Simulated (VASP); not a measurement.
Sn: single point with r2SCAN

The system is Sn.

```
Sn
1.0
     0.00000    3.23334    3.23334
     3.23334    0.00000    3.23334
     3.23334    3.23334    0.00000
Sn
2
Cartesian
  0.0000 0.0000 0.0000
  1.6167 1.6167 1.6167
```

- Program: VASP 6.6.1
- Task: single point
- Functional: r2SCAN
- Potentials or basis: VASP PAW PBE potentials, release 64 (Sn_d)
- Cutoff: 520 eV
- k mesh: 9 × 9 × 9
- Occupations: fermi-dirac, width 0.1 eV
- Spin: no spin polarisation
- Dipole correction: no
- Further INCAR settings: ALGO = Normal; EDIFF = 1e-06; NBANDS = 21

The pressure is 2.2 GPa and the band gap on the k mesh is zero (filled and empty bands touch).

Levels at points of the mesh, in eV from the Fermi level:
| k point | band 12 | band 13 | band 14 | band 15 | band 16 | band 17 |
| --- | --- | --- | --- | --- | --- | --- |
| (0.00, 0.00, 0.00) | -0.31 | -0.03 | -0.03 | -0.03 | 2.19 | 2.19 |

It took 5.8 min on 1 thread of AMD EPYC 7R13, with other jobs on the host, peak memory 0.2 GiB.

Caveat: the PAW data sets were made with another functional, which shifts forces and pressure a little; spin-orbit coupling is left out, which moves the levels of the heavy elements.
